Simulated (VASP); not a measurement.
Here is a VASP 6.6.1 calculation.

Contents of INCAR:

```
SYSTEM = BN
ALGO     = Normal         ! electronic algorithm
EDIFF    = 1E-6           ! SCF threshold, eV
ENCUT    = 520            ! plane-wave cutoff, eV
GGA      = CA             ! functional
ISIF     = 2              ! what is computed and relaxed
ISMEAR   = -1             ! smearing method
LASPH    = .TRUE.         ! aspherical terms in the spheres
LCHARG   = .TRUE.         ! write CHGCAR
LELF     = .TRUE.         ! ELF
LREAL    = .FALSE.        ! projectors in reciprocal space
LVHAR    = .TRUE.       
LWAVE    = .FALSE.        ! write WAVECAR
NBANDS   = 11             ! bands
NELM     = 100            ! most SCF steps
PREC     = Accurate       ! precision mode
SIGMA    = 0.02           ! smearing width, eV
```

The input KPOINTS:

```
k-points
0
G
  11 11 11
  0 0 0
```

POSCAR

```
BN
1.0
    0.0000000000      1.8436500000      1.8075000000
    1.8436500000      0.0000000000      1.8075000000
    1.8436500000      1.8436500000      0.0000000000
B N
1 1
Direct
    0.0000000000      0.0000000000      0.0000000000
    0.7500000000      0.7500000000      0.7500000000
```

Potentials or basis: VASP PAW LDA potentials, release 64 (B, N).

Run with:

```bash
$ cat potpaw_LDA.64/B/POTCAR potpaw_LDA.64/N/POTCAR > POTCAR
$ mpirun -np 1 vasp_std > vasp.out
```

Question: What does it give for the pressure?

Answer: -23.5 GPa.

Question: What does it give for the band gap on the k mesh?

Answer: 4.06 eV, indirect (least direct gap 8.29 eV).

Stress tensor (GPa, compression positive):
```
-27.31   0.00   0.00
  0.00 -27.31   0.00
  0.00   0.00 -15.89
```

Caveat: the cell differs from its parent crystal (equal xx and yy strain of +2 %). A k mesh can miss the band edges.
